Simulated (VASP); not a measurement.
Li7ZnCl9, 17 atoms in the cell. The cell holds an amorphous packing of atoms, 17 atoms: a = 7.351 Å, b = 7.231 Å, c = 6.890 Å, α = 87.43°, β = 85.61°, γ = 86.00°. 

* Program: VASP 6.6.1
* Task: single point
* Functional: PBE
* Potentials or basis: VASP PAW PBE potentials, release 64 (Li_sv, Cl, Zn)
* Cutoff: 520 eV
* k mesh: 1 × 1 × 1
* Occupations: fermi-dirac, width 0.1379 eV
* Spin: no spin polarisation
* Dipole correction: no
* Further INCAR settings: LREAL = Auto; ALGO = Normal; EDIFF = 1e-06; NBANDS = 62; ISYM = 0

Potentials or basis: VASP PAW PBE potentials, release 64 (Li_sv, Cl, Zn).

Run with:

```console
$ cat potpaw_PBE.64/Li_sv/POTCAR potpaw_PBE.64/Cl/POTCAR potpaw_PBE.64/Zn/POTCAR > POTCAR
$ mpirun -np 1 vasp_gam > vasp.out
```

Hardware: 1 thread of AMD EPYC 9R45 96-Core Processor (Zen 5), with other jobs on the host.

Problem. How long does it take, and how much memory?

Solution. Wall time 30 s on 1 thread of AMD EPYC 9R45 96-Core Processor (Zen 5) (shared host), peak memory 0.33 GiB. Counts: scf iterations 18, k points 1.
